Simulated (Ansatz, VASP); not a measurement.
# CdS in VASP and in Ansatz

```
Cd S
1.0
     4.17748    0.00000    0.00000
    -2.08874    3.61781    0.00000
     0.00000    0.00000    6.78162
Cd S
2 2
Direct
  0.33333 0.66667 0.00000
  0.66667 0.33333 0.50000
  0.33333 0.66667 0.37500
  0.66667 0.33333 0.87500
```

Alike in both runs: task single point; functional PBE; k mesh 6 × 6 × 4; no spin polarisation.

|  | VASP | Ansatz |
| --- | --- | --- |
| version | VASP 6.6.1 | Ansatz 0.2.0 |
| potentials or method | VASP PAW PBE potentials, release 64 (Cd, S), cutoff 520 eV | plane waves, PAW |
| occupations | fermi-dirac, width 0.1 eV | fermi-dirac |
| valence electrons in the cell | 36 | 52 |

Ansatz gave:

```
pressure (GPa)                                                : 0.9
traceless stress, the component that is largest in VASP (GPa) : 0.37
```

Question: Estimate VASP's values.

Answer: Pressure (GPa): 1.2; traceless stress, the component that is largest in VASP (GPa): 0.39.

VASP's potentials hold 36 valence electrons a cell and Ansatz's 52, so a difference there can come from the potentials and not from the codes.
